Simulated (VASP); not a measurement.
# BaTe (Fm-3m) in VASP: settings compared

Aim: see how the results for BaTe move with the level of theory and the settings. Levels: PBE-based screened hybrid with 25 % exact exchange, PBE-based screened hybrid with 20 % exact exchange. Tasks: single point.

Program: VASP 6.6.1. These are calculated values, not measurements. Logs are shortened: lines on timing, memory, paths and dates and some standing lists are left out, and cuts for length are marked.

### 1 The cell of the first run

It takes space group Fm-3m (No. 225, cubic). The conventional cell has a = 6.820 Å, b = 6.820 Å, c = 6.820 Å, α = 90.00°, β = 90.00°, γ = 90.00°. Ba (site symmetry m-3m) has 6 Te at 3.41 Å within 4.5 Å. Te (site symmetry m-3m) has 6 Ba at 3.41 Å within 4.5 Å.

### 2 Single point, PBE-based screened hybrid with 25 % exact exchange

Contents of POSCAR:

```
BaTe
1.0
    0.0000000000      3.4099993980      3.4099993980
    3.4099993980      0.0000000000      3.4099993980
    3.4099993980      3.4099993980      0.0000000000
Ba Te
1 1
Direct
    0.5000000000      0.5000000000      0.5000000000
    0.0000000000      0.0000000000      0.0000000000
```

Contents of INCAR.step1:

```
PREC = Accurate
ENCUT = 520
EDIFF = 1E-5
ISMEAR = 0
SIGMA = 0.05
LREAL = F
LASPH = T
NELM = 100
ALGO = Normal
ISIF = 2
LWAVE = T
NBANDS = 15
GGA = PE
```

Contents of INCAR.step2:

```
PREC = Accurate
ENCUT = 520
EDIFF = 1E-6
ISMEAR = 0
SIGMA = 0.05
LREAL = F
LASPH = T
NELM = 100
ALGO = Normal
ISIF = 2
LWAVE = F
LCHARG = T
GGA = PE
LHFCALC = T
AEXX = 0.25
HFSCREEN = 0.15
PRECFOCK = Normal
LELF = T
LVHAR = T
NBANDS = 15
ISTART = 1
```

Contents of KPOINTS:

```
Automatic mesh
0
Gamma
  4 4 4
```

Potentials or basis: VASP PAW PBE potentials, release 64 (Ba_sv, Te).

Command:

```console
$ cat potpaw_PBE.64/Ba_sv/POTCAR potpaw_PBE.64/Te/POTCAR > POTCAR
$ cp INCAR.step1 INCAR
$ mpirun -np 1 vasp_std > vasp.out
$ cp INCAR.step2 INCAR
$ mpirun -np 1 vasp_std > vasp.out
```

OUTCAR:

```text
PREC = Accurate
   ENCUT = 520
   EDIFF = 1E-6
   ISMEAR = 0
   LREAL = F
   LASPH = T
   NELM = 100
   ISIF = 2
   GGA = PE
   LHFCALC = T
   AEXX = 0.25
   HFSCREEN = 0.15
   PRECFOCK = Normal
   ISTART = 1

 ion  position               nearest neighbor table
   1  0.500  0.500  0.500-   2 3.41   2 3.41   2 3.41   2 3.41   2 3.41   2 3.41
   2  0.000  0.000  0.000-   1 3.41   1 3.41   1 3.41   1 3.41   1 3.41   1 3.41

  LATTYP: Found a face centered cubic cell.
 ALAT       =     6.8199987960

  Lattice vectors:

 A1 = (   0.0000000000,   3.4099993980,   3.4099993980)
 A2 = (   3.4099993980,   0.0000000000,   3.4099993980)
 A3 = (   3.4099993980,   3.4099993980,   0.0000000000)

Analysis of symmetry for initial positions (statically):
=====================================================================
 Subroutine PRICEL returns:
 Original cell was already a primitive cell.

 Routine SETGRP: Setting up the symmetry group for a
 face centered cubic supercell.

 Subroutine GETGRP returns: Found 48 space group operations
 (whereof 48 operations were pure point group operations)
 out of a pool of 48 trial point group operations.

The static configuration has the point symmetry O_h .

Analysis of symmetry for dynamics (positions and initial velocities):
=====================================================================
 Subroutine PRICEL returns:
 Original cell was already a primitive cell.

 Routine SETGRP: Setting up the symmetry group for a
 face centered cubic supercell.

 Subroutine GETGRP returns: Found 48 space group operations
 (whereof 48 operations were pure point group operations)
 out of a pool of 48 trial point group operations.

The dynamic configuration has the point symmetry O_h .

 Subroutine INISYM returns: Found 48 space group operations
 (whereof 48 operations are pure point group operations),
 and found     1 'primitive' translations

----------------------------------------------------------------------------------------

                                     Primitive cell

  volume of cell :      79.3036

  direct lattice vectors                    reciprocal lattice vectors
     0.000000000  3.409999398  3.409999398    -0.146627592  0.146627592  0.146627592
     3.409999398  0.000000000  3.409999398     0.146627592 -0.146627592  0.146627592
     3.409999398  3.409999398  0.000000000     0.146627592  0.146627592 -0.146627592

  length of vectors
     4.822467396  4.822467396  4.822467396     0.253966439  0.253966439  0.253966439

  position of ions in fractional coordinates (direct lattice)
     0.500000000  0.500000000  0.500000000
     0.000000000  0.000000000  0.000000000

  ion indices of the primitive-cell ions
   primitive index   ion index
                 1           1
                 2           2

----------------------------------------------------------------------------------------

 KPOINTS: Automatic mesh

Automatic generation of k-mesh.
 Grid dimensions read from file:
 generate k-points for:    4    4    4

 Generating k-lattice:

  Cartesian coordinates                     Fractional coordinates (reciprocal lattice)
    -0.036656898  0.036656898  0.036656898     0.250000000  0.000000000  0.000000000
     0.036656898 -0.036656898  0.036656898     0.000000000  0.250000000  0.000000000
     0.036656898  0.036656898 -0.036656898     0.000000000  0.000000000  0.250000000

  Length of vectors
     0.063491610  0.063491610  0.063491610

  Shift w.r.t. Gamma in fractional coordinates (k-lattice)
     0.000000000  0.000000000  0.000000000

 Subroutine IBZKPT returns following result:
 ===========================================

 Found      8 irreducible k-points:

 Following reciprocal coordinates:
            Coordinates               Weight
  0.000000  0.000000  0.000000      1.000000
  0.250000  0.000000  0.000000      8.000000
  0.500000  0.000000  0.000000      4.000000
  0.250000  0.250000  0.000000      6.000000
  0.500000  0.250000  0.000000     24.000000
 -0.250000  0.250000  0.000000     12.000000
  0.500000  0.500000  0.000000      3.000000
 -0.250000  0.500000  0.250000      6.000000
   k-points           NKPTS =      8   k-points in BZ     NKDIM =     64   number of bands    NBANDS=     15
   number of dos      NEDOS =    301   number of ions     NIONS =      2
   total plane-waves  NPLWV =  46656
   dimension x,y,z NGX =    36 NGY =   36 NGZ =   36
   dimension x,y,z NGXF=    72 NGYF=   72 NGZF=   72
   ions per type =               1   1
   NGX,Y,Z   is equivalent  to a cutoff of  12.41, 12.41, 12.41 a.u.
   NGXF,Y,Z  is equivalent  to a cutoff of  24.82, 24.82, 24.82 a.u.
 SYSTEM =  unknown system
   PREC   = accura    normal or accurate (medium, high low for compatibility)
   ISTART =      1    job   : 0-new  1-cont  2-samecut
   ICHARG =      0    charge: 1-file 2-atom 10-const
   ISPIN  =      1    spin polarized calculation?
   LNONCOLLINEAR =      F non collinear calculations
   LSORBIT =      F    spin-orbit coupling
   LASPH  =      T    aspherical Exc in radial PAW
   ENCUT  =  520.0 eV  38.22 Ry    6.18 a.u.   8.97  8.97  8.97*2*pi/ulx,y,z
   NELM   =    100;   NELMIN=  2; NELMDL=  0     # of ELM steps
   EDIFF  = 0.1E-05   stopping-criterion for ELM
   LREAL  =      F    real-space projection
   EDIFFG = 0.1E-04   stopping-criterion for IOM
   NSW    =      0    number of steps for IOM
   IBRION =     -1    ionic relax: 0-MD 1-quasi-New 2-CG
   NFREE  =      0    steps in history (QN), initial steepest desc. (CG)
   ISIF   =      2    stress and relaxation
   ISYM   =      3    0-nonsym 1-usesym 2-fastsym
   POTIM  = 0.5000    time-step for ionic-motion
   TEBEG  =    0.0;   TEEND  =   0.0 temperature during run
   PSTRESS=    0.0 pullay stress
   NELECT =      16.0000    total number of electrons
   NUPDOWN=      -1.0000    fix difference up-down
   EMIN   =  10.00;   EMAX   =-10.00  energy-range for DOS
   EFERMI =   0.00;   METHOD = LEGACY
   ISMEAR =     0;   SIGMA  =   0.05  broadening in eV -4-tet -1-fermi 0-gaus
   EFERMI_NEDOS =   21; number of points for ismear=-14 and -15
   IALGO  =     38    algorithm
   IMIX   =      1    mixing-type and parameters
     AMIX     =   0.40;   BMIX     =  1.00
     AMIX_MAG =   1.60;   BMIX_MAG =  1.00
  volume/ion in A,a.u.               =      39.65       267.58
  Fermi-wavevector in a.u.,A,eV,Ry     =   0.960175  1.814468 12.543709  0.921937
  Thomas-Fermi vector in A             =   2.089436
   LORBIT       =      0    0 simple, 1 ext, 2 COOP (PROOUT), +10 PAW based schemes
   GGA     = PE    functional components
   LHFCALC =     T    Hartree Fock is set to
   PRECFOCK=normal    Normal, Fast or Accurate (Low or Medium for compatibility)
   ENCUT4O =  -1.0   cutoff for four orbital integrals eV
   NKREDX  =     1    reduce k-point grid by
   NKREDY  =     1    reduce k-point grid by
   NKREDZ  =     1    reduce k-point grid by
   AEXX    =    0.2500 exact exchange contribution
   HFSCREEN=    0.1500 screening length (either q_TF or 0.3 A-1)
   HFSCREENC=   0.1500 screening length for correlation (either q_TF or 0.3 A-1)
   ENCUTFOCK=  -1.0 apply spherical cutoff to Coloumb kernel
   IVDW    =     0    specifies the selected vdW correction
   LEPSILON=     F    determine dielectric tensor
   LRPA    =     F    only Hartree local field effects (RPA)
 non-spin polarized calculation
 Gauss-broadening in eV      SIGMA  =   0.05
  energy-cutoff  :      520.00
  volume of cell :       79.30
 maximum number of plane-waves:      2148
  NGX = 28; NGY = 28; NGZ = 28

 number of electron      16.0000000 magnetization

 Free energy of the ion-electron system (eV)
  ---------------------------------------------------
  ext. energy  EPLUGINS =         0.00000000
  ---------------------------------------------------
  free energy    TOTEN  =        -9.84818343 eV

  energy without entropy =       -9.84818343  energy(sigma->0) =       -9.84818343

 E-fermi :   2.4826     XC(G=0):  -7.0712

 val. band max:        2.2014283640   @ k =   0.0000   0.0000   0.0000
 cond. band min:       4.3785813758   @ k =   0.5000   0.5000   0.0000
 fundamental gap:      2.1771530118
 Fermi energy:         2.4826188769

 k-point     1 :       0.0000    0.0000    0.0000
  band No.  band energies     occupation
      1     -26.5773      2.00000
      2     -10.6846      2.00000
      3     -10.6846      2.00000
      4     -10.6846      2.00000
      5      -8.4349      2.00000
      6       2.2014      2.00000
      7       2.2014      2.00000
      8       2.2014      2.00000
      9       6.0627      0.00000
     10       6.0627      0.00000
     11       6.0627      0.00000
     12       6.3260      0.00000
     13       6.7689      0.00000
     14       6.7689      0.00000
     15      10.2056      0.00000

 k-point     2 :       0.2500    0.0000    0.0000
  band No.  band energies     occupation
      1     -26.5656      2.00000
      2     -11.0897      2.00000
      3     -10.6894      2.00000
      4     -10.6894      2.00000
      5      -7.8209      2.00000
      6       0.6010      2.00000
      7       1.3779      2.00000
      8       1.3779      2.00000
      9       6.2728      0.00000
     10       6.9084      0.00000
     11       6.9084      0.00000
     12       8.4325      0.00000
     13       8.6001      0.00000
     14       8.6001      0.00000
     15      11.9477      0.00000
[... 77 lines left out ...]
      3     -10.8144      2.00000
      4     -10.8144      2.00000
      5      -8.1621      2.00000
      6       0.8905      2.00000
      7       1.7668      2.00000
      8       1.7668      2.00000
      9       4.3786      0.00000
     10       7.8503      0.00000
     11       8.2277      0.00000
     12       9.3580      0.00000
     13       9.4996      0.00000
     14       9.4996      0.00000
     15      11.5464      0.00000

 k-point     8 :      -0.2500    0.5000    0.2500
  band No.  band energies     occupation
      1     -26.5462      2.00000
      2     -10.9503      2.00000
      3     -10.9134      2.00000
      4     -10.9134      2.00000
      5      -7.8106      2.00000
      6       0.6453      2.00000
      7       1.1071      2.00000
      8       1.1071      2.00000
      9       6.7340      0.00000
     10       6.7340      0.00000
     11       8.3434      0.00000
     12       8.8066      0.00000
     13       9.5183      0.00000
     14      12.0482      0.00000
     15      12.3601      0.00000

------------------------ aborting loop because EDIFF is reached ----------------------------------------

  FORCE on cell =-STRESS in cart. coord.  units (eV):
  Direction    XX          YY          ZZ          XY          YZ          ZX
  --------------------------------------------------------------------------------------
  -------------------------------------------------------------------------------------
  Total        1.9635930      1.9635930      1.9635930      0.0000000      0.0000000     -0.0000000
  in kB       39.6706348     39.6706348     39.6706348      0.0000000      0.0000000     -0.0000000
  external PRESSURE =      39.6706348 kB  Pullay stress =       0.0000000 kB

 VOLUME and BASIS-vectors are now :
 -----------------------------------------------------------------------------
  energy-cutoff  :      520.00
  volume of cell :       79.30
      direct lattice vectors                 reciprocal lattice vectors
     0.000000000  3.409999398  3.409999398    -0.146627592  0.146627592  0.146627592
     3.409999398  0.000000000  3.409999398     0.146627592 -0.146627592  0.146627592
     3.409999398  3.409999398  0.000000000     0.146627592  0.146627592 -0.146627592

 POSITION                                       TOTAL-FORCE (eV/Angst)
 -----------------------------------------------------------------------------------
      3.41000      3.41000      3.41000         0.000000      0.000000      0.000000
      0.00000      0.00000      0.00000         0.000000     -0.000000     -0.000000
 -----------------------------------------------------------------------------------
    total drift:                               -0.000001     -0.000002     -0.000000

  FREE ENERGIE OF THE ION-ELECTRON SYSTEM (eV)
  ---------------------------------------------------
  free  energy   TOTEN  =        -9.8481834264 eV

  energy  without entropy=       -9.8481834264  energy(sigma->0) =       -9.84818343
```

Run time: 5.6 min. Hardware: 1 thread of Intel Xeon 6975P-C (Granite Rapids), shared host; peak memory 0.32 GiB.

Results:

| Quantity | Value |
| --- | --- |
| Free energy | -9.8482 eV |
| Pressure | 4.0 GPa |
| Band gap on the k mesh | 2.18 eV (least direct gap 2.61 eV) |

Caveat: the cell stands under pressure; the PAW data sets were made with another functional, which shifts forces and pressure a little; spin-orbit coupling is left out, which moves the levels of the heavy elements.

### 3 Single point, PBE-based screened hybrid with 20 % exact exchange

POSCAR is that of step 2.

Contents of INCAR.step1:

```
PREC = Accurate ; ENCUT = 520
EDIFF = 1E-5 ; ISMEAR = 0
SIGMA = 0.05 ; LREAL = False
LASPH = True ; NELM = 100
ALGO = Normal ; ISIF = 2
LWAVE = True ; GGA = PE
NBANDS = 15
```

Contents of INCAR.step2:

```
PREC = Accurate ; ENCUT = 520
EDIFF = 1E-6 ; ISMEAR = 0
SIGMA = 0.05 ; LREAL = False
LASPH = True ; NELM = 100
ALGO = Normal ; ISIF = 2
LWAVE = False ; LCHARG = True
GGA = PE ; LHFCALC = True
AEXX = 0.2 ; HFSCREEN = 0.20787
PRECFOCK = Normal ; LELF = True
LVHAR = True ; ISTART = 1
NBANDS = 15
```

Contents of KPOINTS:

```
regular mesh
0
Gamma
  4 4 4
```

Potentials or basis: VASP PAW PBE potentials, release 64 (Ba_sv, Te).

Command:

```console
$ cat potpaw_PBE.64/Ba_sv/POTCAR potpaw_PBE.64/Te/POTCAR > POTCAR
$ cp INCAR.step1 INCAR
$ mpirun -np 1 vasp_std > vasp.out
$ cp INCAR.step2 INCAR
$ mpirun -np 1 vasp_std > vasp.out
```

Wall time 5.1 min (1 thread of Intel Xeon 6975P-C (Granite Rapids), shared host); peak memory 0.32 GiB.

Results (log left out):

* Free energy: -9.4402 eV
* Pressure: 4.1 GPa
* Band gap on the k mesh: 1.89 eV (least direct gap 2.30 eV)

Levels at points of the mesh, in eV from the valence-band top:
| k point | band 5 | band 6 | band 7 | band 8 | band 9 | band 10 | band 11 | band 12 |
| --- | --- | --- | --- | --- | --- | --- | --- | --- |
| (0.00, 0.00, 0.00) | -10.43 | 0.00 | 0.00 | 0.00 | 3.53 | 3.53 | 3.53 | 3.83 |
| (0.50, 0.00, 0.00) | -9.31 | -2.62 | -1.36 | -1.36 | 4.88 | 5.74 | 5.88 | 5.88 |
| (0.50, 0.50, 0.00) | -10.16 | -1.26 | -0.42 | -0.42 | 1.89 | 5.29 | 5.69 | 6.78 |

Caveat: the cell stands under pressure; the PAW data sets were made with another functional, which shifts forces and pressure a little; spin-orbit coupling is left out, which moves the levels of the heavy elements. A k mesh can miss the band edges.
